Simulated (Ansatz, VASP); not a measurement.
**Two plane-wave programs on Si2Ni**

```
Si Ni
1.0
     3.81230    0.00000    0.00000
     0.00000    3.81230    0.00000
     0.00000    0.00000   27.13067
Si Ni
10 5
Direct
  0.50000 0.00000 0.27682
  0.00000 0.50000 0.27682
  0.00000 0.50000 0.37758
  0.50000 0.00000 0.37758
  0.50000 0.00000 0.47567
  0.00000 0.50000 0.47567
  0.00000 0.50000 0.57420
  0.50000 0.00000 0.57420
  0.50000 0.00000 0.67430
  0.00000 0.50000 0.67430
  0.50000 0.50000 0.33148
  0.00000 0.00000 0.42702
  0.50000 0.50000 0.52400
  0.00000 0.00000 0.62082
  0.50000 0.50000 0.71534
```

Alike in both runs: functional PBEsol; k mesh 9 × 9 × 1; occupations gaussian, width 0.1 eV; no spin polarisation.

Ansatz relaxed the structure, and its values are those at the end. VASP's run is a single point on that final structure, the one shown.

```csv
,VASP,Ansatz
version,VASP 6.6.1,Ansatz 0.2.0
potentials or method,"VASP PAW PBE potentials, release 64 (Si, Ni), cutoff 520 eV","scalar-relativistic, plane waves, PAW"
valence electrons in the cell,90,130
```

```csv
,VASP,Ansatz,Ansatz less VASP
gap on the k mesh at the Fermi level (eV),none,none,-
rms of the force components (eV/Å),0.010,0.000,-0.0101
```

VASP's potentials were made for PBE, not for PBEsol. A gap of «none» marks a metal or a gap that the smearing closes. VASP's potentials hold 90 valence electrons a cell and Ansatz's 130, so a difference there can come from the potentials and not from the codes.
